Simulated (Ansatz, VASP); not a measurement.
Two plane-wave programs on Na

File INCAR:

```
SYSTEM = Na
PREC     = Accurate       ! precision mode
ENCUT    = 520            ! plane-wave cutoff, eV
EDIFF    = 1E-6           ! SCF threshold, eV
ISMEAR   = -1             ! smearing method
SIGMA    = 0.1            ! smearing width, eV
LREAL    = .FALSE.        ! projectors in reciprocal space
LASPH    = .TRUE.         ! aspherical terms in the spheres
NELM     = 80             ! most SCF steps
ALGO     = Normal         ! electronic algorithm
ISIF     = 2              ! what is computed and relaxed
LWAVE    = .FALSE.        ! write WAVECAR
LCHARG   = .FALSE.        ! write CHGCAR
NBANDS   = 10             ! bands
```

Contents of KPOINTS:

```
Automatic mesh
0
G
  6 7 7
  0 0 0
```

Contents of POSCAR:

```
Na
1.0
   -1.9160628345      1.9063867612      2.7644120551
    1.7754893232     -1.9031413702      2.6614309899
    1.9912176766      1.9782861957     -2.7620881948
Na
1
Direct
    0.0000000000      0.0000000000      0.0000000000
```

Input for Ansatz:

```yaml
crystal:
  lattice:
    - [-1.9160628344886343, 1.9063867612476784, 2.764412055057517]
    - [1.7754893232426938, -1.9031413702227613, 2.661430989850198]
    - [1.9912176766489804, 1.9782861957441416, -2.762088194817453]
  atoms:
    - { symbol: Na, position: [0.0, 0.0, 0.0] }
basis:
  ecutwfc: 540.0
  xc_grid: 2
kpoints:
  mp_grid:
    grid: [6, 7, 7]
hamiltonian:
  xc: lda
scf:
  convergence:
    dr2_threshold: 1.0e-09
  occupations:
    method: fermi_dirac
    width: 0.1
output:
  forces: true
  stress: true
```

Alike in both runs: task single point; functional LDA; k mesh 6 × 7 × 7; occupations fermi-dirac, width 0.1 eV; no spin polarisation.

```csv
,VASP,Ansatz
version,VASP 6.6.1,Ansatz 0.2.0
potentials or method,"VASP PAW LDA potentials, release 64 (Na_pv), cutoff 520 eV","plane waves, PAW"
valence electrons in the cell,7,9
```

|  | VASP | Ansatz | Ansatz less VASP |
| --- | --- | --- | --- |
| pressure (GPa) | -1.1 | -1.1 | +0.01 |
| traceless stress, the component that is largest in VASP (GPa) | 0.29 | 0.29 | -0.001 |

LDA's correlation is that of Perdew and Zunger in VASP and of Perdew and Wang (1992) in Ansatz. VASP's potentials hold 7 valence electrons a cell and Ansatz's 9, so a difference there can come from the potentials and not from the codes. Ansatz's warnings: stress scf threshold loose.
